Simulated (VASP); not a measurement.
# CdF2 (Fm-3m) in VASP: further runs

The runs below take CdF2 through single point, with PBE+D3(BJ).

Program: VASP 6.6.1. These are calculated values, not measurements. Logs are shortened: lines on timing, memory, paths and dates and some standing lists are left out, and cuts for length are marked.

## Step 1: The cell of the first run

It takes space group Fm-3m (No. 225, cubic). The conventional cell has a = 5.444 Å, b = 5.444 Å, c = 5.444 Å, α = 90.00°, β = 90.00°, γ = 90.00°. Within 3.1 Å of Cd (site symmetry m-3m) lie 8 F at 2.36 Å. Within 3.1 Å of F (site symmetry -43m) lie 4 Cd at 2.36 Å and 6 F at 2.72 Å.

## Step 2: Single point, PBE+D3(BJ)

File INCAR:

```
PREC = Accurate ; ENCUT = 520
EDIFF = 1E-6 ; ISMEAR = 0
SIGMA = 0.02 ; LREAL = F
LASPH = T ; NELM = 80
ALGO = Normal ; ISIF = 2
LWAVE = F ; LCHARG = F
GGA = PE ; IVDW = 12
NBANDS = 20
```

File KPOINTS:

```
regular mesh
0
Gamma
  8 8 8
```

File POSCAR:

```
CdF2
1.0
    0.0000000000      2.7222408725      2.7222408725
    2.7222408725      0.0000000000      2.7222408725
    2.7222408725      2.7222408725      0.0000000000
Cd F
1 2
Direct
    0.0000000000      0.0000000000      0.0000000000
    0.2500000000      0.2500000000      0.2500000000
    0.7500000000      0.7500000000      0.7500000000
```

Potentials or basis: VASP PAW PBE potentials, release 64 (Cd, F).

The run is started by

```sh
cat potpaw_PBE.64/Cd/POTCAR potpaw_PBE.64/F/POTCAR > POTCAR
mpirun -np 1 vasp_std > vasp.out
```

OUTCAR:

```text
PREC = Accurate
   ENCUT = 520
   EDIFF = 1E-6
   ISMEAR = 0
   LREAL = F
   LASPH = T
   NELM = 80
   ISIF = 2
   GGA = PE
   IVDW = 12
 IVDW          = 12

 ion  position               nearest neighbor table
   1  0.000  0.000  0.000-   3 2.36   3 2.36   3 2.36   2 2.36   2 2.36   2 2.36   3 2.36   2 2.36

   2  0.250  0.250  0.250-   1 2.36   1 2.36   1 2.36   1 2.36
   3  0.750  0.750  0.750-   1 2.36   1 2.36   1 2.36   1 2.36

  LATTYP: Found a face centered cubic cell.
 ALAT       =     5.4444817450

  Lattice vectors:

 A1 = (   0.0000000000,   2.7222408725,   2.7222408725)
 A2 = (   2.7222408725,   0.0000000000,   2.7222408725)
 A3 = (   2.7222408725,   2.7222408725,   0.0000000000)

Analysis of symmetry for initial positions (statically):
=====================================================================
 Subroutine PRICEL returns:
 Original cell was already a primitive cell.

 Routine SETGRP: Setting up the symmetry group for a
 face centered cubic supercell.

 Subroutine GETGRP returns: Found 48 space group operations
 (whereof 48 operations were pure point group operations)
 out of a pool of 48 trial point group operations.

The static configuration has the point symmetry O_h .

Analysis of symmetry for dynamics (positions and initial velocities):
=====================================================================
 Subroutine PRICEL returns:
 Original cell was already a primitive cell.

 Routine SETGRP: Setting up the symmetry group for a
 face centered cubic supercell.

 Subroutine GETGRP returns: Found 48 space group operations
 (whereof 48 operations were pure point group operations)
 out of a pool of 48 trial point group operations.

The dynamic configuration has the point symmetry O_h .

 Subroutine INISYM returns: Found 48 space group operations
 (whereof 48 operations are pure point group operations),
 and found     1 'primitive' translations

----------------------------------------------------------------------------------------

                                     Primitive cell

  volume of cell :      40.3469

  direct lattice vectors                    reciprocal lattice vectors
     0.000000000  2.722240873  2.722240873    -0.183672211  0.183672211  0.183672211
     2.722240873  0.000000000  2.722240873     0.183672211 -0.183672211  0.183672211
[... 85 lines left out ...]
   ENCUT  =  520.0 eV  38.22 Ry    6.18 a.u.   7.16  7.16  7.16*2*pi/ulx,y,z
   NELM   =     80;   NELMIN=  2; NELMDL= -5     # of ELM steps
   EDIFF  = 0.1E-05   stopping-criterion for ELM
   LREAL  =      F    real-space projection
   EDIFFG = 0.1E-04   stopping-criterion for IOM
   NSW    =      0    number of steps for IOM
   IBRION =     -1    ionic relax: 0-MD 1-quasi-New 2-CG
   NFREE  =      0    steps in history (QN), initial steepest desc. (CG)
   ISIF   =      2    stress and relaxation
   ISYM   =      2    0-nonsym 1-usesym 2-fastsym
   POTIM  = 0.5000    time-step for ionic-motion
   TEBEG  =    0.0;   TEEND  =   0.0 temperature during run
   PSTRESS=    0.0 pullay stress
   NELECT =      26.0000    total number of electrons
   NUPDOWN=      -1.0000    fix difference up-down
   EMIN   =  10.00;   EMAX   =-10.00  energy-range for DOS
   EFERMI =   0.00;   METHOD = LEGACY
   ISMEAR =     0;   SIGMA  =   0.02  broadening in eV -4-tet -1-fermi 0-gaus
   EFERMI_NEDOS =   21; number of points for ismear=-14 and -15
   IALGO  =     38    algorithm
   IMIX   =      4    mixing-type and parameters
     AMIX     =   0.40;   BMIX     =  1.00
     AMIX_MAG =   1.60;   BMIX_MAG =  1.00
  volume/ion in A,a.u.               =      13.45        90.76
  Fermi-wavevector in a.u.,A,eV,Ry     =   1.414043  2.672155 27.205103  1.999519
  Thomas-Fermi vector in A             =   2.535626
   LORBIT       =      0    0 simple, 1 ext, 2 COOP (PROOUT), +10 PAW based schemes
   GGA     = PE    functional components
   LHFCALC =     F    Hartree Fock is set to
   AEXX    =    0.0000 exact exchange contribution
   IVDW    =    12    specifies the selected vdW correction
   LEPSILON=     F    determine dielectric tensor
   LRPA    =     F    only Hartree local field effects (RPA)
 non-spin polarized calculation
 Gauss-broadening in eV      SIGMA  =   0.02
  energy-cutoff  :      520.00
  volume of cell :       40.35
 maximum number of plane-waves:      1106
 NGX is ok and might be reduce to    30
   NGX = 15   NGY = 15   NGZ = 15

 number of electron      25.9999986 magnetization

 Free energy of the ion-electron system (eV)
  ---------------------------------------------------
  ext. energy  EPLUGINS =         0.00000000
  ---------------------------------------------------
  free energy    TOTEN  =       -10.89559814 eV

  energy without entropy =      -10.89559814  energy(sigma->0) =      -10.89559814

 E-fermi :  -1.4299     XC(G=0): -10.2430

 val. band max:       -1.5418741578   @ k =  -0.2500   0.5000   0.2500
 cond. band min:       1.4155594921   @ k =   0.0000   0.0000   0.0000
 fundamental gap:      2.9574336499
 Fermi energy:        -1.4298881973

 k-point     1 :       0.0000    0.0000    0.0000
  band No.  band energies     occupation
      1     -22.1775      2.00000
      2     -21.1577      2.00000
      3      -7.0694      2.00000
      4      -7.0694      2.00000
      5      -7.0694      2.00000
      6      -5.9941      2.00000
[... 541 lines left out ...]
     19      16.9463      0.00000
     20      20.4911      0.00000

 [... further k-points ...]

------------------------ aborting loop because EDIFF is reached ----------------------------------------

 Edisp (eV)   -0.48661

 E8    (eV) :    -0.1841

  FORCE on cell =-STRESS in cart. coord.  units (eV):
  Direction    XX          YY          ZZ          XY          YZ          ZX
  --------------------------------------------------------------------------------------
  -------------------------------------------------------------------------------------
  Total       0.16488     0.16488     0.16488    -0.00000     0.00000    -0.00000
  in kB       6.54728     6.54728     6.54728    -0.00000     0.00000    -0.00000
  external pressure =        6.55 kB  Pullay stress =        0.00 kB

 VOLUME and BASIS-vectors are now :
 -----------------------------------------------------------------------------
  energy-cutoff  :      520.00
  volume of cell :       40.35
      direct lattice vectors                 reciprocal lattice vectors
     0.000000000  2.722240873  2.722240873    -0.183672211  0.183672211  0.183672211
     2.722240873  0.000000000  2.722240873     0.183672211 -0.183672211  0.183672211
     2.722240873  2.722240873  0.000000000     0.183672211  0.183672211 -0.183672211

 POSITION                                       TOTAL-FORCE (eV/Angst)
 -----------------------------------------------------------------------------------
      0.00000      0.00000      0.00000         0.000000      0.000000      0.000000
      1.36112      1.36112      1.36112        -0.000000     -0.000000      0.000000
      4.08336      4.08336      4.08336         0.000000      0.000000     -0.000000
 -----------------------------------------------------------------------------------
    total drift:                                0.000000     -0.000000      0.000000

  FREE ENERGIE OF THE ION-ELECTRON SYSTEM (eV)
  ---------------------------------------------------
  free  energy   TOTEN  =       -11.3822051437 eV

  energy  without entropy=      -11.3822051437  energy(sigma->0) =      -11.38220514
```

OSZICAR:

```text
N       E                     dE             d eps       ncg     rms          rms(c)
DAV:   1     0.191142361263E+03    0.19114E+03   -0.15426E+04  1224   0.132E+03
DAV:   2    -0.433309186113E+01   -0.19548E+03   -0.18603E+03  1264   0.338E+02
DAV:   3    -0.126122590616E+02   -0.82792E+01   -0.82604E+01  1340   0.756E+01
DAV:   4    -0.126466945514E+02   -0.34435E-01   -0.34434E-01  1248   0.506E+00
DAV:   5    -0.126468216683E+02   -0.12712E-03   -0.12712E-03  1316   0.275E-01    0.986E+00
DAV:   6    -0.108674226372E+02    0.17794E+01   -0.40955E+00  1480   0.383E+01    0.710E+00
DAV:   7    -0.109129390958E+02   -0.45516E-01   -0.91303E-01  1176   0.858E+00    0.403E+00
DAV:   8    -0.109041096621E+02    0.88294E-02   -0.14648E-01  1192   0.349E+00    0.729E-01
DAV:   9    -0.108949144184E+02    0.91952E-02   -0.35101E-02  1408   0.222E+00    0.923E-02
DAV:  10    -0.108954695323E+02   -0.55511E-03   -0.29454E-03  1196   0.614E-01    0.124E-01
DAV:  11    -0.108955743609E+02   -0.10483E-03   -0.16799E-04  1228   0.131E-01    0.420E-02
DAV:  12    -0.108955966111E+02   -0.22250E-04   -0.54307E-05  1212   0.620E-02    0.185E-02
DAV:  13    -0.108955984451E+02   -0.18340E-05   -0.80434E-06  1232   0.230E-02    0.391E-03
DAV:  14    -0.108955981352E+02    0.30988E-06   -0.78013E-07  1028   0.108E-02
   1 F= -.11382205E+02 E0= -.11382205E+02  d E =-.320093E-17
```

stdout:

```text
POSCAR found type information on POSCAR CdF
 POSCAR found :  2 types and       3 ions
 scaLAPACK will be used
 LDA part: xc-table for (Slater+PW92), standard interpolation
 POSCAR, INCAR and KPOINTS ok, starting setup
 FFT: planning ... GRIDC
 FFT: planning ... GRID_SOFT
 FFT: planning ... GRID
 WAVECAR not read
 entering main loop
```

It took 47 s on 1 thread of Intel Xeon Platinum 8259CL at 2.50GHz (Skylake/Cascade Lake), shared host; peak memory 0.18 GiB.

What came out:

| Item | Value |
| --- | --- |
| Free energy | -11.3822 eV |
| Pressure | 0.7 GPa |
| Band gap on the k mesh | 2.96 eV, indirect (least direct gap 3.49 eV) |
| Dispersion energy per atom | -0.162 eV |

A k mesh can miss the band edges. Expect the measured gap to be larger: semilocal functionals such as PBE lack the derivative discontinuity.

## Step 3: Single point, PBE+D3(BJ) (volume scaled by 1.03)

File INCAR:

```
PREC = Accurate ; ENCUT = 520
EDIFF = 1E-7 ; ISMEAR = 0
SIGMA = 0.02 ; LREAL = F
LASPH = T ; NELM = 60
ALGO = Normal ; ISIF = 2
LWAVE = F ; LCHARG = F
GGA = PE ; IVDW = 12
NBANDS = 20
```

KPOINTS is that of step 2.

File POSCAR:

```
CdF2
1.0
    0.0000000000      2.7491955055      2.7491955055
    2.7491955055      0.0000000000      2.7491955055
    2.7491955055      2.7491955055      0.0000000000
Cd F
1 2
Direct
    0.0000000000      0.0000000000      0.0000000000
    0.2500000000      0.2500000000      0.2500000000
    0.7500000000      0.7500000000      0.7500000000
```

Potentials or basis: VASP PAW PBE potentials, release 64 (Cd, F).

The run is started by

```sh
cat potpaw_PBE.64/Cd/POTCAR potpaw_PBE.64/F/POTCAR > POTCAR
mpirun -np 1 vasp_std > vasp.out
```

Wall time 34 s (1 thread of Intel Xeon Platinum 8259CL at 2.50GHz (Skylake/Cascade Lake), shared host); peak memory 0.18 GiB.

The run converged. Its results:

* Free energy: -11.3784 eV
* Pressure: -2.2 GPa
* Band gap on the k mesh: 2.85 eV, indirect (least direct gap 3.42 eV)
* Dispersion energy per atom: -0.157 eV

Levels at points of the mesh, in eV from the valence-band top:
```csv
k point,band 11,band 12,band 13,band 14,band 15,band 16
"(0.00, 0.00, 0.00)",-0.57,-0.57,-0.57,2.85,12.40,12.40
"(0.50, 0.00, 0.00)",-1.62,-0.43,-0.43,6.72,8.95,13.97
"(0.50, 0.50, 0.00)",-0.39,-0.08,-0.08,7.51,9.32,11.79
```

 A k mesh can miss the band edges.

## Step 4: Single point, PBE+D3(BJ) (volume scaled by 1.06)

File INCAR:

```
PREC     = Accurate       # precision mode
ENCUT    = 520            # plane-wave cutoff, eV
EDIFF    = 1E-7           # SCF threshold, eV
ISMEAR   = 0              # smearing method
SIGMA    = 0.02           # smearing width, eV
LREAL    = False          # projectors in reciprocal space
LASPH    = True           # aspherical terms in the spheres
NELM     = 100            # most SCF steps
ALGO     = Normal         # electronic algorithm
ISIF     = 2              # what is computed and relaxed
LWAVE    = False          # write WAVECAR
LCHARG   = False          # write CHGCAR
GGA      = PE             # functional
IVDW     = 12             # dispersion correction
NBANDS   = 20             # bands
```

KPOINTS is that of step 3.

File POSCAR:

```
CdF2
1.0
    0.0000000000      2.7756316994      2.7756316994
    2.7756316994      0.0000000000      2.7756316994
    2.7756316994      2.7756316994      0.0000000000
Cd F
1 2
Direct
    0.0000000000      0.0000000000      0.0000000000
    0.2500000000      0.2500000000      0.2500000000
    0.7500000000      0.7500000000      0.7500000000
```

The run is started by

```sh
cat potpaw_PBE.64/Cd/POTCAR potpaw_PBE.64/F/POTCAR > POTCAR
mpirun -np 1 vasp_std > vasp.out
```

It took 38 s on 1 thread of Intel Xeon Platinum 8259CL at 2.50GHz (Skylake/Cascade Lake), shared host; peak memory 0.18 GiB.

The run converged. Its results:

```yaml
Free_energy: -11.3549 eV
Pressure: -4.6 GPa
Band_gap_on_the_k_mesh: 2.75 eV, indirect (least direct gap 3.35 eV)
Dispersion_energy_per_atom: -0.153 eV
```

Levels at points of the mesh, in eV from the valence-band top:
```
           k point  band 10  band 11  band 12  band 13  band 14  band 15  band 16  band 17
(0.00, 0.00, 0.00)    -0.77    -0.59    -0.59    -0.59     2.75    12.26    12.26    12.26
(0.50, 0.00, 0.00)    -1.53    -1.53    -0.44    -0.44     6.50     8.84    13.72    13.72
(0.50, 0.50, 0.00)    -2.52    -0.35    -0.08    -0.08     7.27     9.17    11.72    13.49
```

 A k mesh can miss the band edges.

## Step 5: Summary

| cell | gap on the mesh (eV) | pressure (GPa) |
| --- | --- | --- |
| a = 3.850 Å, angles 60.0°, 3 atoms | 2.96 | 0.7 |
| a = 3.888 Å, angles 60.0°, 3 atoms | 2.85 | -2.2 |
| a = 3.925 Å, angles 60.0°, 3 atoms | 2.75 | -4.6 |

Alike in all rows: task single point; level PBE+D3(BJ); potentials or basis VASP PAW PBE potentials, release 64 (Cd, F); no spin polarisation; k mesh 8 × 8 × 8; cutoff (eV) 520; smearing gaussian 0.02 eV.

Absolute energies hang on the potentials; compare differences alone.
